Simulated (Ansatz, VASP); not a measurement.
# Mo: VASP beside Ansatz

Contents of INCAR:

```
PREC = Accurate ; ENCUT = 520
EDIFF = 1E-7 ; ISMEAR = 1
SIGMA = 0.01 ; LREAL = False
LASPH = True ; NELM = 80
ALGO = Normal ; ISIF = 2
LWAVE = False ; LCHARG = False
GGA = PE ; NBANDS = 13
```

The input KPOINTS:

```
regular mesh
0
Gamma
  14 14 14
```

File POSCAR:

```
Mo
1.0
   -1.5813793950      1.5813793950      1.5813793950
    1.5813793950     -1.5813793950      1.5813793950
    1.5813793950      1.5813793950     -1.5813793950
Mo
1
Direct
    0.0000000000      0.0000000000      0.0000000000
```

Input for Ansatz:

```yaml
crystal:
  lattice:
    - [-1.581379395, 1.581379395, 1.581379395]
    - [1.581379395, -1.581379395, 1.581379395]
    - [1.581379395, 1.581379395, -1.581379395]
  atoms:
    - { symbol: Mo, position: [0.0, 0.0, 0.0] }
hamiltonian:
  xc: pbe
  pseudopotentials:
    kind: paw
    azcp:
      Mo: "pseudopotentials/Mo.paw.azcp"
basis:
  ecutwfc: 420
  fft_grid_basis: typed
kpoints:
  mp_grid: { grid: [14, 14, 14], shift: [0, 0, 0] }
magnetization:
  spin_polarized: false
scf:
  occupations: { method: methfessel_paxton, width: 0.01 }
  lower_state_search: "off"
output:
  stress: true
```

Alike in both runs: task single point; functional PBE; k mesh 14 × 14 × 14; occupations methfessel-paxton of order 1, width 0.01 eV; no spin polarisation.

```csv
,VASP,Ansatz
version,VASP 6.6.1,Ansatz 0.2.0
potentials or method,"VASP PAW PBE potentials, release 64 (Mo_sv), cutoff 520 eV","plane waves (420 eV) with PAW, scalar-relativistic"
valence electrons in the cell,14,14
```

VASP gave:

```
pressure (GPa) : 0.7
```

Task: Estimate Ansatz's values.

Result: Pressure (GPa): 0.2.
